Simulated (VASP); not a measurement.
Runs of VASP 6.6.1 on SiC. The structure is that of space group Cm (No. 8), or close to it. The cells are those of the table. 

| cell | gap on the mesh (eV) | pressure (GPa) | largest force (eV/Å) |
| --- | --- | --- | --- |
| a = 3.076, b = 3.076, c = 10.106 Å, angles 87.8, 87.8, 60.0°, 8 atoms | 2.24 | (b) | 1.49 |
| a = 3.076, b = 3.076, c = 11.029 Å, angles 69.6, 69.6, 60.0°, 8 atoms | 1.72 | (a) | 2.36 |
| a = 3.076, b = 3.076, c = 10.135 Å, angles 85.6, 85.6, 60.0°, 8 atoms | 1.08 | 2.8 | 2.10 |
| a = 3.076, b = 3.076, c = 10.442 Å, angles 77.2, 77.2, 60.0°, 8 atoms | 0.29 | 2.6 | 1.47 |

Alike in all rows: task single point; level PBE; potentials or basis VASP PAW PBE potentials, release 64 (Si, C); no spin polarisation; k mesh 10 × 10 × 3; cutoff (eV) 520; smearing gaussian 0.05 eV.

Q: Fill in the values left out.

A: (a) 3.2; (b) 3.4.

Caveats: forces of over 1 eV/Å act on the atoms, so gaps and moduli don't describe the material at rest; the cell stands under pressure (at least some runs); the stress differs along the axes, from -2 to 6 GPa (at least some runs); semilocal functionals underestimate gaps, and a narrow one can read as zero (at least some runs).

A k mesh can miss the band edges.
